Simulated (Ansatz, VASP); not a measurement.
Two plane-wave programs on KI

```
K I
1.0
     4.29094    0.08153    0.00000
     0.08153    4.29094    0.00000
     0.00000    0.00000    4.29094
K I
1 1
Direct
  0.00000 0.00000 0.00000
  0.50000 0.50000 0.50000
```

Change from the starting cell: shear_xy strain +3.8%.

Alike in both runs: task single point; functional HSE06; k mesh 4 × 4 × 4; no spin polarisation.

|  | VASP | Ansatz |
| --- | --- | --- |
| version | VASP 6.6.1 | Ansatz 0.2.0 |
| potentials or method | VASP PAW PBE potentials, release 64 (K_sv, I) | plane waves, PAW |
| plane-wave cutoff (eV) | 520 | 420 |
| occupations | gaussian, width 0.01 eV | fixed |
| valence electrons in the cell | 16 | 26 |

Ansatz gave:

```
gap on the k mesh at the Fermi level (eV)                     : 4.31
pressure (GPa)                                                : 0.3
traceless stress, the component that is largest in VASP (GPa) : -0.12
```

Problem. Which values does VASP return?

Solution. gap on the k mesh at the Fermi level (eV): 4.30; pressure (GPa): 0.3; traceless stress, the component that is largest in VASP (GPa): -0.12.

VASP's potentials hold 16 valence electrons a cell and Ansatz's 26, so a difference there can come from the potentials and not from the codes. Ansatz's warnings: stress exchange threshold loose, stress scf threshold loose.

Spin-orbit coupling is off throughout.
